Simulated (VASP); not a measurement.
Input of a VASP 6.6.1 run:

The input INCAR:

```
SYSTEM = HC16
PREC = Accurate
ENCUT = 520
EDIFF = 1E-7
ISMEAR = 0
SIGMA = 0.05
LREAL = Auto
LASPH = .True.
NELM = 60
ALGO = Normal
ISIF = 2
LWAVE = .False.
LCHARG = .False.
GGA = PE
IBRION = 2
NSW = 80
EDIFFG = -0.03
NELECT = 64.0
```

KPOINTS

```
regular mesh
0
Gamma
  3 3 3
  0 0 0
```

File POSCAR:

```
HC16
1.0
    0.0000000000      3.5700000000      3.5700000000
    3.5700000000      0.0000000000      3.5700000000
    3.5700000000      3.5700000000      0.0000000000
C H
16 1
Direct
    0.0000000000      0.0000000000      0.0000000000
    0.1250000000      0.1250000000      0.1250000000
    0.0000000000      0.0000000000      0.5000000000
    0.1250000000      0.1250000000      0.6250000000
    0.0000000000      0.5000000000      0.0000000000
    0.1250000000      0.6250000000      0.1250000000
    0.0000000000      0.5000000000      0.5000000000
    0.1250000000      0.6250000000      0.6250000000
    0.5000000000      0.0000000000      0.0000000000
    0.6250000000      0.1250000000      0.1250000000
    0.5000000000      0.0000000000      0.5000000000
    0.6250000000      0.1250000000      0.6250000000
    0.5000000000      0.5000000000      0.0000000000
    0.6250000000      0.6250000000      0.1250000000
    0.5000000000      0.5000000000      0.5000000000
    0.6250000000      0.6250000000      0.6250000000
    1.0540181400      0.8277542300     -0.1920674800
```

Potentials or basis: VASP PAW PBE potentials, release 64 (C, H).

Launch:

```sh
$ cat potpaw_PBE.64/C/POTCAR potpaw_PBE.64/H/POTCAR > POTCAR
$ mpirun -np 1 vasp_std > vasp.out
```

Q: What does it give for the energy gained by relaxing?

A: 26.9 meV/atom.

Forces in eV/Å, atoms in the order of the input:
```
C   -0.003 -0.008  0.012
C    0.004  0.004  0.005
C    0.016  0.000  0.015
C    0.003  0.004  0.000
C   -0.003 -0.001 -0.015
C   -0.003 -0.013  0.002
C    0.002  0.003  0.009
C    0.010  0.010  0.006
C   -0.002 -0.002 -0.007
C   -0.007 -0.005  0.001
C    0.001  0.007  0.009
C   -0.003  0.010  0.004
C   -0.008 -0.006 -0.009
C   -0.008 -0.008 -0.024
C    0.001  0.008  0.000
C   -0.003 -0.006  0.000
H    0.001  0.004 -0.007
```

Caveat: the k points lie up to 0.51 Å⁻¹ apart; the cell carries a net charge on a neutralising background, which shifts energy and pressure.
